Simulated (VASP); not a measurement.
Input of a VASP 6.6.1 run:

File POSCAR:

```
BiAu
1.0
    0.0000000000      2.9407647972      2.9407647972
    2.9407647972      0.0000000000      2.9407647972
    2.9407647972      2.9407647972      0.0000000000
Au Bi
1 1
Direct
    0.5000000000      0.5000000000      0.5000000000
    0.0000000000      0.0000000000      0.0000000000
```

The input INCAR.step1:

```
  PREC = Accurate
  ENCUT = 520
  ISMEAR = 0
  SIGMA = 0.05
  LREAL = F
  LASPH = T
  NELM = 80
  NBANDS = 20
  GGA = PE
  ALGO = Normal
  EDIFF = 1E-4
  LWAVE = T
  LCHARG = F
```

File INCAR.step2:

```
  PREC = Accurate
  ENCUT = 520
  EDIFF = 1E-6
  ISMEAR = 0
  SIGMA = 0.05
  LREAL = F
  LASPH = T
  NELM = 80
  ALGO = Normal
  ISIF = 2
  LWAVE = F
  LCHARG = T
  METAGGA = R2SCAN
  LMIXTAU = T
  LELF = T
  LVHAR = T
  NBANDS = 20
  ISTART = 1
```

The input KPOINTS:

```
regular mesh
0
Gamma
  10 10 10
```

Potentials or basis: VASP PAW PBE potentials, release 64 (Au, Bi_d).

Command:

```console
$ cat potpaw_PBE.64/Au/POTCAR potpaw_PBE.64/Bi_d/POTCAR > POTCAR
$ cp INCAR.step1 INCAR
$ mpirun -np 1 vasp_std > vasp.out
$ cp INCAR.step2 INCAR
$ mpirun -np 1 vasp_std > vasp.out
```

(1) Estimate the band gap on the k mesh.

(2) What does it give for the pressure?

Answers

(1) zero (bands 13 and 14 overlap by 5.33 eV).

(2) 0.0 GPa.

Caveat: the PAW data sets were made with another functional, which shifts forces and pressure a little; spin-orbit coupling is left out, which moves the levels of the heavy elements.
